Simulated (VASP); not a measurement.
# MgTe in VASP: single point with PBEsol

Aim: the single point of MgTe with PBEsol.

Everything below comes from runs of VASP 6.6.1. Logs are shortened: lines on timing, memory, paths and dates and some standing lists are left out, and cuts for length are marked.

**1. The cell of the first run**

The cell holds a slab with vacuum, 8 atoms: a = 4.561 Å, b = 4.561 Å, c = 27.032 Å, α = 90.00°, β = 90.00°, γ = 120.00°.

**2. Single point, PBEsol**

INCAR reads:

```
  PREC = Accurate
  ENCUT = 520
  EDIFF = 1E-6
  ISMEAR = 0
  SIGMA = 0.05
  LREAL = F
  LASPH = T
  NELM = 80
  ALGO = Normal
  ISIF = 2
  LWAVE = F
  LCHARG = T
  LDIPOL = T
  IDIPOL = 3
  DIPOL = 0.5 0.5 0.500
  GGA = PS
  LELF = T
  LVHAR = T
  LVACPOTAV = T
  NBANDS = 26
```

KPOINTS reads:

```
regular mesh
0
Gamma
  6 6 1
```

POSCAR reads:

```
MgTe
1.0
    4.5606125678      0.0000000000      0.0000000000
   -2.2803062839      3.9496063405      0.0000000000
    0.0000000000      0.0000000000     27.0321464787
Te Mg
4 4
Direct
    0.3333333333      0.6666666667      0.2997141359
    0.6666666667      0.3333333333      0.4379483318
    0.3333333333      0.6666666667      0.5620631940
    0.6666666667      0.3333333333      0.7002756597
    0.6666666667      0.3333333333      0.3310913060
    0.3333333333      0.6666666667      0.4068664669
    0.6666666667      0.3333333333      0.5931356369
    0.3333333333      0.6666666667      0.6689052688
```

Potentials or basis: VASP PAW PBE potentials, release 64 (Te, Mg).

Started as:

```console
cat potpaw_PBE.64/Te/POTCAR potpaw_PBE.64/Mg/POTCAR > POTCAR
mpirun -np 1 vasp_std > vasp.out
```

OUTCAR:

```text
PREC = Accurate
   ENCUT = 520
   EDIFF = 1E-6
   ISMEAR = 0
   LREAL = F
   LASPH = T
   NELM = 80
   ISIF = 2
   GGA = PS

 ion  position               nearest neighbor table
   1  0.333  0.667  0.300-   5 2.77   5 2.77   5 2.77   6 2.90
   2  0.667  0.333  0.438-   6 2.76   6 2.76   6 2.76   5 2.89
   3  0.333  0.667  0.562-   7 2.76   7 2.76   7 2.76   8 2.89
   4  0.667  0.333  0.700-   8 2.77   8 2.77   8 2.77   7 2.90
   5  0.667  0.333  0.331-   1 2.77   1 2.77   1 2.77   2 2.89   6 3.34   6 3.34   6 3.34
   6  0.333  0.667  0.407-   2 2.76   2 2.76   2 2.76   1 2.90   5 3.34   5 3.34   5 3.34
   7  0.667  0.333  0.593-   3 2.76   3 2.76   3 2.76   4 2.90   8 3.34   8 3.34   8 3.34
   8  0.333  0.667  0.669-   4 2.77   4 2.77   4 2.77   3 2.89   7 3.34   7 3.34   7 3.34

  LATTYP: Found a hexagonal cell.
 ALAT       =     4.5606125678
 C/A-ratio  =     5.9273060530

  Lattice vectors:

 A1 = (   4.5606125678,   0.0000000000,   0.0000000000)
 A2 = (  -2.2803062839,   3.9496063405,   0.0000000000)
 A3 = (   0.0000000000,   0.0000000000,  27.0321464787)

Analysis of symmetry for initial positions (statically):
=====================================================================
 Subroutine PRICEL returns:
 Original cell was already a primitive cell.

 Routine SETGRP: Setting up the symmetry group for a
 hexagonal supercell.

 Subroutine GETGRP returns: Found  6 space group operations
 (whereof  6 operations were pure point group operations)
 out of a pool of 24 trial point group operations.

The static configuration has the point symmetry C_3v.

Analysis of symmetry for dynamics (positions and initial velocities):
=====================================================================
 Subroutine PRICEL returns:
 Original cell was already a primitive cell.

 Routine SETGRP: Setting up the symmetry group for a
 hexagonal supercell.

 Subroutine GETGRP returns: Found  6 space group operations
 (whereof  6 operations were pure point group operations)
 out of a pool of 24 trial point group operations.

The dynamic configuration has the point symmetry C_3v.

 Subroutine INISYM returns: Found  6 space group operations
 (whereof  6 operations are pure point group operations),
 and found     1 'primitive' translations

----------------------------------------------------------------------------------------

                                     Primitive cell

  volume of cell :     486.9199
[... 92 lines left out ...]
   TEBEG  =    0.0;   TEEND  =   0.0 temperature during run
   PSTRESS=    0.0 pullay stress
   NELECT =      32.0000    total number of electrons
   NUPDOWN=      -1.0000    fix difference up-down
   EMIN   =  10.00;   EMAX   =-10.00  energy-range for DOS
   EFERMI =   0.00;   METHOD = LEGACY
   ISMEAR =     0;   SIGMA  =   0.05  broadening in eV -4-tet -1-fermi 0-gaus
   EFERMI_NEDOS =   21; number of points for ismear=-14 and -15
   IALGO  =     38    algorithm
   IMIX   =      4    mixing-type and parameters
     AMIX     =   0.40;   BMIX     =  1.00
     AMIX_MAG =   1.60;   BMIX_MAG =  1.00
  volume/ion in A,a.u.               =      60.86       410.74
  Fermi-wavevector in a.u.,A,eV,Ry     =   0.660651  1.248450  5.938401  0.436460
  Thomas-Fermi vector in A             =   1.733166
   LORBIT       =      0    0 simple, 1 ext, 2 COOP (PROOUT), +10 PAW based schemes
   GGA     = PS    functional components
   LHFCALC =     F    Hartree Fock is set to
   AEXX    =    0.0000 exact exchange contribution
   IVDW    =     0    specifies the selected vdW correction
   LEPSILON=     F    determine dielectric tensor
   LRPA    =     F    only Hartree local field effects (RPA)
 non-spin polarized calculation
 Gauss-broadening in eV      SIGMA  =   0.05
  energy-cutoff  :      520.00
  volume of cell :      486.92
 maximum number of plane-waves:     13187
 NGX is ok and might be reduce to    36
   NGX = 17   NGY = 17   NGZ =101

 number of electron      32.0000002 magnetization

 dipolmoment           0.000000      0.000000      0.000019 electrons x Angstroem

 Free energy of the ion-electron system (eV)
  ---------------------------------------------------
  ext. energy  EPLUGINS =         0.00000000
  ---------------------------------------------------
  free energy    TOTEN  =       -27.06582466 eV

  energy without entropy =      -27.06582466  energy(sigma->0) =      -27.06582466

 E-fermi :  -1.4021     XC(G=0):  -4.6276

 val. band max:       -1.6294802260   @ k =   0.1667   0.0000   0.0000
 cond. band min:       1.1004132202   @ k =   0.0000   0.0000   0.0000
 fundamental gap:      2.7298934462
 Fermi energy:        -1.4021278043

 k-point     1 :       0.0000    0.0000    0.0000
  band No.  band energies     occupation
      1     -11.9917      2.00000
      2     -11.8514      2.00000
      3     -11.4835      2.00000
      4     -11.3353      2.00000
      5      -4.7474      2.00000
      6      -4.2459      2.00000
[... 192 lines left out ...]
     25       4.5209      0.00000
     26       4.7579      0.00000

------------------------ aborting loop because EDIFF is reached ----------------------------------------

  FORCE on cell =-STRESS in cart. coord.  units (eV):
  Direction    XX          YY          ZZ          XY          YZ          ZX
  --------------------------------------------------------------------------------------
  -------------------------------------------------------------------------------------
  Total        1.9212690      1.9212690      0.1101053      0.0000000      0.0000000      0.0000000
  in kB        6.3218072      6.3218072      0.3622940      0.0000000      0.0000000      0.0000000
  external PRESSURE =       4.3353028 kB  Pullay stress =       0.0000000 kB

 VOLUME and BASIS-vectors are now :
 -----------------------------------------------------------------------------
  energy-cutoff  :      520.00
  volume of cell :      486.92
      direct lattice vectors                 reciprocal lattice vectors
     4.560612568  0.000000000  0.000000000     0.219268790  0.126594895  0.000000000
    -2.280306284  3.949606340  0.000000000     0.000000000  0.253189790  0.000000000
     0.000000000  0.000000000 27.032146479     0.000000000  0.000000000  0.036992993

 POSITION                                       TOTAL-FORCE (eV/Angst)
 -----------------------------------------------------------------------------------
     -0.00000      2.63307      8.10192         0.000000      0.000000     -0.008344
      2.28031      1.31654     11.83868         0.000000     -0.000000      0.024511
     -0.00000      2.63307     15.19377        -0.000000      0.000000     -0.026222
      2.28031      1.31654     18.92995        -0.000000      0.000000      0.009704
      2.28031      1.31654      8.95011        -0.000000      0.000000     -0.004738
     -0.00000      2.63307     10.99847         0.000000     -0.000000     -0.011097
      2.28031      1.31654     16.03373         0.000000     -0.000000      0.010827
     -0.00000      2.63307     18.08195         0.000000     -0.000000      0.005360
 -----------------------------------------------------------------------------------
    total drift:                               -0.000000      0.000000     -0.000001

  FREE ENERGIE OF THE ION-ELECTRON SYSTEM (eV)
  ---------------------------------------------------
  free  energy   TOTEN  =       -27.0658246639 eV

  energy  without entropy=      -27.0658246639  energy(sigma->0) =      -27.06582466

 vacuum level on the upper side and lower side of the slab         4.205         4.205
```

It took 3.8 min on 1 thread of Intel Xeon 6975P-C, shared host; peak memory 0.57 GiB.

Results:

```
Free energy            : -27.0658 eV
Largest force          : 0.026 eV/Å
Band gap on the k mesh : 2.73 eV, indirect (least direct gap 2.78 eV)
```

Forces on the atoms (eV/Å):
```
Te   0.000  0.000 -0.008
Te   0.000  0.000  0.025
Te   0.000  0.000 -0.026
Te   0.000  0.000  0.010
Mg   0.000  0.000 -0.005
Mg   0.000  0.000 -0.011
Mg   0.000  0.000  0.011
Mg   0.000  0.000  0.005
```

Caveat: the PAW data sets were made with another functional, which shifts forces and pressure a little; spin-orbit coupling is left out, which moves the levels of the heavy elements.
